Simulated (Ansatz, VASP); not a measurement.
## Mg3Te: VASP beside Ansatz

```
Mg Te
1.0
    -3.07254    3.07254    3.07254
     3.07254   -3.07254    3.07254
     3.07254    3.07254   -3.07254
Mg Te
3 1
Direct
  0.00000 0.50000 0.50000
  0.50000 0.00000 0.50000
  0.50000 0.50000 0.00000
  0.00000 0.00000 0.00000
```

Change from the starting cell: species swapped into the Sb3Au type (Im-3m, No. 229).

Alike in both runs: functional PBE; k mesh 10 × 10 × 10; occupations gaussian, width 0.1 eV; no spin polarisation.

Ansatz relaxed the structure, and its values are those at the end. VASP's run is a single point on that final structure, the one shown.

|  | VASP | Ansatz |
| --- | --- | --- |
| version | VASP 6.6.1 | Ansatz 0.2.0 |
| potentials or method | VASP PAW PBE potentials, release 64 (Mg, Te), cutoff 520 eV | scalar-relativistic, plane waves, PAW |
| valence electrons in the cell | 12 | 46 |

```tsv
	VASP	Ansatz	Ansatz less VASP
gap on the k mesh at the Fermi level (eV)	none	none	-
pressure (GPa)	0.0	0.0	+0.05
```

A gap of «none» marks a metal or a gap that the smearing closes. VASP's potentials hold 12 valence electrons a cell and Ansatz's 46, so a difference there can come from the potentials and not from the codes.

Neither program's run includes spin-orbit coupling.
